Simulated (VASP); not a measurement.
## Sb: electric field gradients with PBE

The system is Sb.

```
Sb
1.0
     2.15060    1.24165    3.63168
    -2.15060    1.24165    3.63168
     0.00000   -2.48330    3.63168
Sb
2
Cartesian
  0.0000 0.0000 2.5455
  0.0000 0.0000 8.3495
```

This cell differs from its parent crystal: zz strain of -3 %.

```
Program                : VASP 6.6.1
Task                   : electric field gradients
Functional             : PBE
Potentials or basis    : VASP PAW PBE potentials, release 64 (Sb)
Cutoff                 : 520 eV
k mesh                 : 9 × 9 × 9
Occupations            : fermi-dirac, width 0.05 eV
Spin                   : no spin polarisation
Dipole correction      : no
Further INCAR settings : ALGO = Normal; EDIFF = 1e-08; NBANDS = 12
```

The pressure is 5.0 GPa and the largest force is 0.436 eV/Å. The band gap on the k mesh is 0.03 eV, indirect (least direct gap 0.43 eV).

Forces in eV/Å, atoms in the order of the input:
```
Sb   0.000  0.000  0.436
Sb   0.000  0.000 -0.436
```

Stress tensor (GPa, compression positive):
```
4.95 0.00 0.00
0.00 4.95 0.00
0.00 0.00 5.24
```

Levels at points of the mesh, in eV from the valence-band top:
```csv
k point,band 3,band 4,band 5,band 6,band 7,band 8
"(0.00, 0.00, 0.00)",-1.96,-1.96,-1.89,2.15,2.81,2.81
```

Electric field gradients, principal values (V/Å²):
| atom | least | middle | greatest (by size) |
| --- | --- | --- | --- |
| 1 Sb | 27.502 | 27.502 | -55.005 |
| 2 Sb | 27.502 | 27.502 | -55.005 |

It took 2.8 min on 1 thread of AMD EPYC 7571, with other jobs on the host, peak memory 0.19 GiB.

Caveat: the cell differs from its parent crystal (zz strain of -3 %); without QUAD_EFG the Cq values of the log hold for a quadrupole moment of 1 mb, not for the nuclei; spin-orbit coupling is left out, which moves the levels of the heavy elements. A k mesh can miss the band edges.
